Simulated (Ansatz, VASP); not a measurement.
## Two plane-wave programs on Fe

File INCAR:

```
SYSTEM = Fe
ALGO = Normal
EDIFF = 1E-6
ENCUT = 600
GGA = PS
GGA_COMPAT = .False.
ISIF = 2
ISMEAR = -1
ISPIN = 2
LASPH = .True.
LCHARG = .False.
LMAXMIX = 4
LORBIT = 11
LREAL = .False.
LWAVE = .False.
MAGMOM = 1.5 1.5
NBANDS = 27
NELM = 200
NUPDOWN = 3.0
PREC = Accurate
SIGMA = 0.05
```

The input KPOINTS:

```
k-points
0
Gamma
  10 10 6
  0 0 0
```

The input POSCAR:

```
Fe
1.0
    2.4341575853      0.0000000000      0.0000000000
   -1.2170787927      2.1080423057      0.0000000000
    0.0000000000      0.0000000000      3.8419344700
Fe
2
Direct
    0.6666666667      0.3333333333      0.7500000000
    0.3333333333      0.6666666667      0.2500000000
```

input.yaml

```yaml
crystal:
  lattice:
    - [2.4341575853, 0.0, 0.0]
    - [-1.2170787927, 2.1080423057, 0.0]
    - [0.0, 0.0, 3.84193447]
  atoms:
    - { symbol: Fe, position: [0.6666666667, 0.3333333333, 0.75], spin: 1.5 }
    - { symbol: Fe, position: [0.3333333333, 0.6666666667, 0.25], spin: 1.5 }
hamiltonian:
  xc: pbesol
  pseudopotentials: { kind: paw }
magnetization:
  spin_polarized: true
  initial_magnetization: 3.0
  spin_locking: { lock_magnetization: hard }
kpoints:
  mp_grid: { grid: [10, 10, 6] }
scf:
  occupations: { method: fermi_dirac, width: 0.05 }
  lower_state_search: "off"
output:
  forces: true
  stress: true
  eigenvalues: true
```

Alike in both runs: task single point; functional PBEsol; k mesh 10 × 10 × 6; occupations fermi-dirac, width 0.05 eV; collinear spin; fixed moment 3 μB.

|  | VASP | Ansatz |
| --- | --- | --- |
| version | VASP 6.6.1 | Ansatz 0.2.0 |
| potentials or method | VASP PAW PBE potentials, release 64 (Fe_sv) | Ansatz PAW |
| plane-wave cutoff (eV) | 600 | 420 |
| valence electrons in the cell | 32 | 32 |

|  | VASP | Ansatz | Ansatz less VASP |
| --- | --- | --- | --- |
| pressure (GPa) | 14.6 | 18.8 | +4.23 |
| traceless stress, the component that is largest in VASP (GPa) | 7.95 | 7.98 | +0.035 |
| net moment per atom (μB) | 1.50 | 1.50 | 0.000 |
| size of the moment on the site where the two differ most (μB) | 1.46 | 1.49 | +0.028 |

VASP's potentials were made for PBE, not for PBEsol. Site moments also hang on the region over which each program counts them. The functional is the same, so the differences come from potentials, cutoffs and numerics.
